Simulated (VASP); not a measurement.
Set up this calculation in VASP 6.6.1, as the native input.

```yaml
Task: single point
Functional: LDA
Potentials_or_basis: VASP PAW LDA potentials, release 64 (Bi_d)
Cutoff: 520 eV
k_mesh: 6 × 6 × 6
Occupations: gaussian, width 0.1 eV
Spin: no spin polarisation
Dipole_correction: no
Further_INCAR_settings: ALGO = Fast; EDIFF = 1e-07; NBANDS = 22
```

The structure of Bi lies in POSCAR:

```
Bi
1.0
    2.2675000000      1.3091417354      3.9380000000
   -2.2675000000      1.3091417354      3.9380000000
    0.0000000000     -2.6182834708      3.9380000000
Bi
2
Direct
    0.2340000000      0.2340000000      0.2340000000
    0.7660000000      0.7660000000      0.7660000000
```

One way to write it, as run:

INCAR

```
  ALGO = Fast
  EDIFF = 1E-7
  ENCUT = 520
  GGA = CA
  ISIF = 2
  ISMEAR = 0
  LASPH = T
  LCHARG = F
  LREAL = F
  LWAVE = F
  NBANDS = 22
  NELM = 60
  PREC = Accurate
  SIGMA = 0.1
```

KPOINTS

```
k-points
0
Gamma
  6 6 6
```

Potentials or basis: VASP PAW LDA potentials, release 64 (Bi_d).

Launch:

```sh
$ cat potpaw_LDA.64/Bi_d/POTCAR > POTCAR
$ mpirun -np 1 vasp_std > vasp.out
```

Results of the run:

```
Pressure               : -1.4 GPa
Largest force          : 0.012 eV/Å
Band gap on the k mesh : zero (bands 15 and 16 overlap by 0.15 eV)
```

Caveat: spin-orbit coupling is left out, which moves the levels of the heavy elements.

Run time: 63 s on 1 thread of Intel(R) Xeon(R) Platinum 8488C (Sapphire Rapids), on a shared host, peak memory 0.19 GiB.
